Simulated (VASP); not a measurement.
Runs of VASP 6.6.1 on SrO. The structure is that of space group Pm-3m (No. 221), or close to it. The cells are those of the table. 

```tsv
level	cell	smearing	gap on the mesh (eV)	pressure (GPa)
r2SCAN	a = 3.052, b = 3.052, c = 3.103 Å, 2 atoms	gaussian 0.01 eV	(b)	4.5
r2SCAN	a = 3.103, b = 3.103, c = 3.262 Å, 2 atoms	gaussian 0.01 eV	3.07	-3.9
PBE	a = 3.103, b = 3.103, c = 3.262 Å, 2 atoms	fermi-dirac 0.02 eV	2.57	(c)
PBE	a = 3.052, b = 3.052, c = 3.103 Å, 2 atoms	fermi-dirac 0.02 eV	2.69	(a)
```

Alike in all rows: task single point; potentials or basis VASP PAW PBE potentials, release 64 (Sr_sv, O); no spin polarisation; k mesh 8 × 8 × 8; cutoff (eV) 520.

Problem. Fill in the values left out.

Solution. (a) 7.3; (b) 3.20; (c) -1.1.

Caveats: the PAW data sets were made with another functional, which shifts forces and pressure a little (some runs).

A k mesh can miss the band edges, and the runs leave out spin-orbit coupling on Sr.
